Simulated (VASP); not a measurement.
Here is a VASP 6.6.1 calculation.

Contents of INCAR:

```
PREC     = Accurate       # precision mode
ENCUT    = 520            # plane-wave cutoff, eV
EDIFF    = 1E-7           # SCF threshold, eV
ISMEAR   = -1             # smearing method
SIGMA    = 0.02           # smearing width, eV
LREAL    = F              # projectors in reciprocal space
LASPH    = T              # aspherical terms in the spheres
NELM     = 60             # most SCF steps
ALGO     = Normal         # electronic algorithm
ISIF     = 2              # what is computed and relaxed
LWAVE    = F              # write WAVECAR
LCHARG   = F              # write CHGCAR
GGA      = PE             # functional
NBANDS   = 16             # bands
```

The input KPOINTS:

```
regular mesh
0
Gamma
  8 8 8
```

The input POSCAR:

```
InP
1.0
    0.0000000000      2.9537876348      2.9537876348
    2.9537876348      0.0000000000      2.9537876348
    2.9537876348      2.9537876348      0.0000000000
In P
1 1
Direct
    0.0000000000      0.0000000000      0.0000000000
    0.2500000000      0.2500000000      0.2500000000
```

Potentials or basis: VASP PAW PBE potentials, release 64 (In_d, P).

Launch:

```bash
$ cat potpaw_PBE.64/In_d/POTCAR potpaw_PBE.64/P/POTCAR > POTCAR
$ mpirun -np 1 vasp_std > vasp.out
```

Question: Predict the band gap on the k mesh.

Answer: 0.58 eV, direct.

Question: Predict the pressure.

Answer: 1.6 GPa.

Caveat: spin-orbit coupling is left out, which moves the levels of the heavy elements. PBE gaps usually lie below the measured ones, often by a third to a half.
